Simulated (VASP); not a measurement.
Input of a VASP 6.6.1 run:

INCAR

```
PREC     = Accurate       # precision mode
ENCUT    = 600            # plane-wave cutoff, eV
EDIFF    = 1E-7           # SCF threshold, eV
ISMEAR   = -1             # smearing method
SIGMA    = 0.1            # smearing width, eV
LREAL    = F              # projectors in reciprocal space
LASPH    = T              # aspherical terms in the spheres
NELM     = 80             # most SCF steps
ALGO     = Normal         # electronic algorithm
ISIF     = 3              # what is computed and relaxed
LWAVE    = F              # write WAVECAR
LCHARG   = F              # write CHGCAR
GGA      = PE             # functional
IBRION   = 2              # ionic algorithm
NSW      = 80             # ionic steps
EDIFFG   = -0.03          # ionic threshold
```

File KPOINTS:

```
Automatic mesh
0
Gamma
  8 8 6
```

Contents of POSCAR:

```
HfB
1.0
    2.6300000000      0.0000000000      0.0000000000
    0.0000000000      2.6300000000      0.0000000000
    0.0000000000      0.0000000000      3.5505000000
Hf B
1 1
Direct
    0.0000000000      0.0000000000      0.0000000000
    0.5000000000      0.5000000000      0.5000000000
```

Potentials or basis: VASP PAW PBE potentials, release 64 (Hf_pv, B).

The run is started by

```console
$ cat potpaw_PBE.64/Hf_pv/POTCAR potpaw_PBE.64/B/POTCAR > POTCAR
$ mpirun -np 1 vasp_std > vasp.out
```

Task: Estimate the space group after relaxing (to 0.05 Å).

Result: P4/mmm (No. 123).

Task: Predict the relaxed cell.

Result: a = 2.845 Å, b = 2.845 Å, c = 3.304 Å, α = 90.00°, β = 90.00°, γ = 90.00°.

Task: Predict the relaxed volume.

Result: 13.37 Å³/atom.

Final structure:
```yaml
crystal:
  lattice:
    - [2.84498, 0.00000, 0.00000]
    - [0.00000, 2.84498, 0.00000]
    - [0.00000, 0.00000, 3.30361]
  atoms:
    - { symbol: Hf, position: [0.00000, 0.00000, 0.00000] }
    - { symbol: B, position: [0.50000, 0.50000, 0.50000] }
```
